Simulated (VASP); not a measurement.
# GaSi62 (a cell with a defect) in VASP: single point with LDA

Aim: the single point of GaSi62 (a cell with a defect) with LDA.

All numbers are computed with VASP 6.6.1; they aren't measurements. Logs are shortened: lines on timing, memory, paths and dates and some standing lists are left out, and cuts for length are marked.

## 1. The cell of the first run

The cell holds a defect, 63 atoms: a = 10.860 Å, b = 10.860 Å, c = 10.860 Å, α = 90.00°, β = 90.00°, γ = 90.00°.

## 2. Single point, LDA, collinear spin

Contents of INCAR:

```
SYSTEM = GaSi62
  ALGO = Normal
  EDIFF = 1E-6
  ENCUT = 520
  GGA = CA
  ISIF = 2
  ISMEAR = 0
  ISPIN = 2
  LASPH = .TRUE.
  LCHARG = .FALSE.
  LORBIT = 11
  LREAL = Auto
  LWAVE = .FALSE.
  MAGMOM = 1 0 0 0 0 0 0 0 0 0 0 0 0 0 0 0 0 0 0 0 0 0 0 0 0 0 0 0 0 0 0 0 0 0 0 0 0 0 0 0 0 0 0 0 0 0 0 0 0 0 0 0 0 0 0 0 0 0 0 0 0 0 0
  NBANDS = 172
  NELM = 150
  PREC = Accurate
  SIGMA = 0.05
```

Contents of KPOINTS:

```
k-points
0
G
  1 1 1
  0 0 0
```

Contents of POSCAR:

```
GaSi62
1.0
   10.8600000000      0.0000000000      0.0000000000
    0.0000000000     10.8600000000      0.0000000000
    0.0000000000      0.0000000000     10.8600000000
Ga Si
1 62
Direct
    0.3707282760      0.1292717240     -0.1292717240
    0.6234408435      0.1258500788      0.1234408435
    0.7491476075      0.2496908014     -0.0018406326
    0.8743706410      0.3745061587      0.1267341273
    0.7476743225      0.0008053542      0.2476743225
    0.8752066737      0.1243575642      0.3752066737
   -0.0002822747      0.0001081787     -0.0001081787
    0.1227282765      0.1253483758      0.1270639235
    0.2497693038      0.2502306962      0.0073564038
    0.3746516242      0.3772717235      0.1270639235
    0.4998918213      0.5002822747     -0.0001081787
    0.6243080896      0.6260080755      0.1243080896
    0.7476743225      0.7523256775     -0.0008053542
    0.8739919245      0.8756919104      0.1243080896
    0.2503091986      0.0018406326      0.2491476075
    0.3752818170      0.1247181830      0.3754609239
    0.4981593674      0.2496908014      0.2491476075
    0.6267341273      0.3745061587      0.3743706410
    0.7494489067      0.5013237866      0.2494489067
    0.8755622295      0.6244377705      0.3755622295
    0.4998918213      0.0001081787      0.4997177253
    0.6270639235      0.1253483758      0.6227282765
    0.7517288710      0.2500190158      0.4986031467
    0.8762076787      0.3743766120      0.6256233880
    0.7491476075      0.0018406326      0.7503091986
    0.8754609239      0.1247181830      0.8752818170
    0.0003318865      0.4996681135      0.0005331120
    0.1254938413      0.6256293590      0.1267341273
    0.2503091986      0.7508523925     -0.0018406326
    0.3741499212      0.8765591565      0.1234408435
   -0.0013968533      0.2500190158      0.2517288710
    0.1256233880      0.3743766120      0.3762076787
    0.2499809842      0.5013968533      0.2517288710
    0.3756424358      0.6247933263      0.3752066737
    0.4991946458      0.7523256775      0.2476743225
    0.6243080896      0.8756919104      0.3739919245
    0.0003318865     -0.0005331120      0.5003318865
    0.1269344716      0.1240162285      0.6269344716
    0.2508139831      0.2491860169      0.5010446382
    0.3759837715      0.3730655284      0.6269344716
    0.5005331120      0.4996681135      0.5003318865
    0.6267341273      0.6256293590      0.6254938413
    0.7494489067      0.7505510933      0.4986762134
    0.8743706410      0.8732658727      0.6254938413
    0.2497693038     -0.0073564038      0.7497693038
    0.5073564038      0.2502306962      0.7497693038
    0.6270639235      0.3772717235      0.8746516242
    0.7517288710      0.5013968533      0.7499809842
    0.8752066737      0.6247933263      0.8756424358
   -0.0013237866      0.7505510933      0.2494489067
    0.1254938413      0.8732658727      0.3743706410
    0.0003558672      0.4996441328      0.5003558672
    0.1256233880      0.6237923213      0.6256233880
    0.2499809842      0.7482711290      0.4986031467
    0.3746516242      0.8729360765      0.6227282765
    0.0010446382      0.2491860169      0.7508139831
    0.1269344716      0.3730655284      0.8759837715
    0.2508139831      0.4989553618      0.7508139831
    0.3752818170      0.6245390761      0.8752818170
    0.4981593674      0.7508523925      0.7503091986
    0.6234408435      0.8765591565      0.8741499212
   -0.0013968533      0.7482711290      0.7499809842
    0.1227282765      0.8729360765      0.8746516242
```

Potentials or basis: VASP PAW LDA potentials, release 64 (Ga_d, Si).

On the command line:

```console
> cat potpaw_LDA.64/Ga_d/POTCAR potpaw_LDA.64/Si/POTCAR > POTCAR
> mpirun -np 1 vasp_gam > vasp.out
```

OUTCAR:

```text
SYSTEM = GaSi62
   EDIFF = 1E-6
   ENCUT = 520
   GGA = CA
   ISIF = 2
   ISMEAR = 0
   ISPIN = 2
   LASPH = .TRUE.
   LORBIT = 11
   LREAL = Auto
   NELM = 150
   PREC = Accurate

 ion  position               nearest neighbor table
   1  0.371  0.129  0.871-   9 2.38  45 2.38  46 2.38
   2  0.623  0.126  0.123-   5 2.34   3 2.35  17 2.35
   3  0.749  0.250  0.998-  47 2.34  26 2.35   2 2.35   4 2.37
   4  0.874  0.375  0.127-  31 2.34  19 2.35  27 2.37   3 2.37
   5  0.748  0.001  0.248-   2 2.34  14 2.35  36 2.35   6 2.37
   6  0.875  0.124  0.375-  23 2.34  31 2.34  37 2.35   5 2.37
   7  1.000  0.000  1.000-  26 2.34  14 2.35  63 2.35   8 2.35
   8  0.123  0.125  0.127-   9 2.33  15 2.34  31 2.34   7 2.35
[... 50 lines left out ...]
  59  0.375  0.625  0.875-  11 2.34  29 2.35  60 2.35  58 2.35
  60  0.498  0.751  0.750-  55 2.34  59 2.35  61 2.35  42 2.37
  61  0.623  0.877  0.874-  13 2.34  25 2.35  60 2.35
  62  0.999  0.748  0.750-  49 2.34  63 2.34  44 2.34  53 2.36
  63  0.123  0.873  0.875-  45 2.33  29 2.34  62 2.34   7 2.35

  LATTYP: Found a simple cubic cell.
 ALAT       =    10.8600000000

  Lattice vectors:

 A1 = (  10.8600000000,   0.0000000000,   0.0000000000)
 A2 = (   0.0000000000,  10.8600000000,   0.0000000000)
 A3 = (   0.0000000000,   0.0000000000,  10.8600000000)

Analysis of symmetry for initial positions (statically):
=====================================================================
 Subroutine PRICEL returns:
 Original cell was already a primitive cell.

 Routine SETGRP: Setting up the symmetry group for a
 simple cubic supercell.

 Subroutine GETGRP returns: Found  6 space group operations
 (whereof  2 operations were pure point group operations)
 out of a pool of 48 trial point group operations.

The static configuration has the point symmetry C_1h.
 The point group associated with its full space group is C_3v.

Analysis of symmetry for dynamics (positions and initial velocities):
=====================================================================
 Subroutine PRICEL returns:
 Original cell was already a primitive cell.

 Routine SETGRP: Setting up the symmetry group for a
 simple cubic supercell.

 Subroutine GETGRP returns: Found  6 space group operations
 (whereof  2 operations were pure point group operations)
 out of a pool of 48 trial point group operations.

The dynamic configuration has the point symmetry C_1h.
[... 252 lines left out ...]
 number of electron     260.9999985 magnetization       0.0186462

 Free energy of the ion-electron system (eV)
  ---------------------------------------------------
  ext. energy  EPLUGINS =         0.00000000
  ---------------------------------------------------
  free energy    TOTEN  =      -363.66657880 eV

  energy without entropy =     -363.61750004  energy(sigma->0) =     -363.64203942

 E-fermi :   6.1864     XC(G=0):  -9.5519

 val. band max:        5.4160566843   @ k =   0.0000   0.0000   0.0000
 cond. band min:       6.2116039009   @ k =   0.0000   0.0000   0.0000
 fundamental gap:      0.7955472166
 Fermi energy:         6.1864166676

 spin component 1

 k-point     1 :       0.0000    0.0000    0.0000
  band No.  band energies     occupation
      1      -9.1433      1.00000
      2      -9.1150      1.00000
      3      -9.1150      1.00000
      4      -9.0253      1.00000
      5      -9.0253      1.00000
      6      -6.3045      1.00000
[... 134 lines left out ...]
    141       6.7075      0.00000
    142       6.7593      0.00000
 Fermi energy:         6.1864166676

 spin component 2

 k-point     1 :       0.0000    0.0000    0.0000
  band No.  band energies     occupation
      1      -9.1433      1.00000
      2      -9.1150      1.00000
      3      -9.1150      1.00000
      4      -9.0253      1.00000
      5      -9.0253      1.00000
      6      -6.3043      1.00000
[... 134 lines left out ...]
    141       6.7078      0.00000
    142       6.7596      0.00000
 [bands above 142 left out]

------------------------ aborting loop because EDIFF is reached ----------------------------------------

  FORCE on cell =-STRESS in cart. coord.  units (eV):
  Direction    XX          YY          ZZ          XY          YZ          ZX
  --------------------------------------------------------------------------------------
  -------------------------------------------------------------------------------------
  Total       -8.3803094     -8.3803094     -8.3803094      0.1804054      0.1804054     -0.1804054
  in kB      -10.4828932    -10.4828932    -10.4828932      0.2256683      0.2256683     -0.2256683
  external PRESSURE =     -10.4828932 kB  Pullay stress =       0.0000000 kB

 VOLUME and BASIS-vectors are now :
 -----------------------------------------------------------------------------
  energy-cutoff  :      520.00
  volume of cell :     1280.82
      direct lattice vectors                 reciprocal lattice vectors
    10.860000000  0.000000000  0.000000000     0.092081031  0.000000000  0.000000000
     0.000000000 10.860000000  0.000000000     0.000000000  0.092081031  0.000000000
     0.000000000  0.000000000 10.860000000     0.000000000  0.000000000  0.092081031

 POSITION                                       TOTAL-FORCE (eV/Angst)
 -----------------------------------------------------------------------------------
      4.02611      1.40389      9.45611        -0.016955      0.016955     -0.016955
      6.77057      1.36673      1.34057         0.007913     -0.010886      0.007913
      8.13574      2.71164     10.84001        -0.005854     -0.000026     -0.003199
      9.49567      4.06714      1.37633        -0.005602      0.001930      0.000591
      8.11974      0.00875      2.68974        -0.010665      0.006073     -0.010665
      9.50474      1.35052      4.07474         0.009865     -0.012103      0.009865
[... 55 lines left out ...]
     10.84483      8.12622      8.14479        -0.002794      0.000685      0.001429
      1.33283      9.48009      9.49872         0.004870      0.003152      0.009427
 -----------------------------------------------------------------------------------
    total drift:                               -0.012835      0.012836     -0.012836

  FREE ENERGIE OF THE ION-ELECTRON SYSTEM (eV)
  ---------------------------------------------------
  free  energy   TOTEN  =      -363.6665788050 eV

  energy  without entropy=     -363.6175000431  energy(sigma->0) =     -363.64203942

 total charge

# of ion       s       p       d       tot
------------------------------------------
    1        0.952   0.804   9.954  11.710
    2        0.793   0.859   0.000   1.652
    3        0.748   0.955   0.000   1.703
    4        0.753   0.948   0.000   1.701
    5        0.748   0.953   0.000   1.701
    6        0.752   0.955   0.000   1.707
[... 55 lines left out ...]
   62        0.745   0.969   0.000   1.714
   63        0.748   0.970   0.000   1.717
--------------------------------------------------
tot         47.495  59.992   9.954 117.441

 magnetization (x)

# of ion       s       p       d       tot
------------------------------------------
    1       -0.000   0.000   0.000   0.000
    2        0.000   0.000   0.000   0.001
    3        0.000   0.000   0.000   0.000
    4        0.000   0.000   0.000   0.000
    5        0.000   0.000   0.000   0.000
    6        0.000   0.000   0.000   0.000
[... 55 lines left out ...]
   62        0.000   0.000   0.000   0.000
   63        0.000   0.000   0.000   0.000
--------------------------------------------------
tot          0.001   0.003   0.000   0.005
```

It took 30 min on 1 thread of Intel Xeon 8259CL, shared host; peak memory 0.91 GiB.

What came out:

```yaml
Free_energy: -363.6666 eV
Pressure: -1.0 GPa
Largest_force: 0.029 eV/Å
Band_gap_on_the_k_mesh: 0.80 eV
Net_moment: 0.02 μB per cell
Valence_electrons_inside_the_program's_atomic_spheres: Ga 11.71; Si 1.65, 1.70, 1.71, 1.72 (each value once)
```

Forces on the atoms (eV/Å):
```
Ga  -0.017  0.017 -0.017
Si   0.008 -0.011  0.008
Si  -0.006  0.000 -0.003
Si  -0.006  0.002  0.001
Si  -0.011  0.006 -0.011
Si   0.010 -0.012  0.010
Si  -0.006  0.002 -0.002
Si   0.005 -0.009 -0.003
Si   0.005 -0.005 -0.018
Si   0.009 -0.005 -0.003
Si  -0.002  0.006 -0.002
Si  -0.001  0.001 -0.001
Si  -0.011  0.011 -0.006
Si  -0.001  0.001 -0.001
Si   0.000  0.003 -0.006
Si   0.003 -0.003  0.006
Si  -0.003  0.000 -0.006
Si   0.001  0.002 -0.006
Si   0.001 -0.001  0.001
Si   0.000  0.000  0.000
Si  -0.002  0.002 -0.006
Si  -0.003 -0.009  0.005
Si  -0.001 -0.001 -0.003
Si   0.004 -0.002  0.002
Si  -0.006  0.003  0.000
Si   0.006 -0.003  0.003
Si  -0.003  0.003 -0.008
Si  -0.002  0.006  0.001
Si   0.000  0.006 -0.003
Si   0.011 -0.008  0.008
Si  -0.003 -0.001 -0.001
Si   0.002 -0.002  0.004
Si   0.001  0.003 -0.001
Si   0.012 -0.010  0.010
Si  -0.006  0.011 -0.011
Si  -0.001  0.001 -0.001
Si  -0.003  0.008 -0.003
Si  -0.002 -0.018 -0.002
Si   0.000  0.000 -0.005
Si   0.018  0.002 -0.002
Si  -0.008  0.003 -0.003
Si   0.001  0.006 -0.002
Si   0.001 -0.001  0.001
Si  -0.006 -0.001 -0.002
Si   0.005  0.018  0.005
Si  -0.018 -0.005  0.005
Si  -0.003 -0.005  0.009
Si  -0.001  0.003  0.001
Si   0.010 -0.010  0.012
Si   0.001 -0.001  0.001
Si  -0.002 -0.001 -0.006
Si   0.000  0.000  0.000
Si   0.002 -0.004  0.002
Si   0.001  0.001 -0.003
Si   0.009  0.003  0.005
Si  -0.005  0.000  0.000
Si  -0.002  0.002  0.018
Si   0.000  0.005  0.000
Si   0.003 -0.006  0.003
Si  -0.003  0.006  0.000
Si   0.008 -0.008  0.011
Si  -0.003  0.001  0.001
Si   0.005  0.003  0.009
```

Caveat: the k points lie up to 0.58 Å⁻¹ apart.
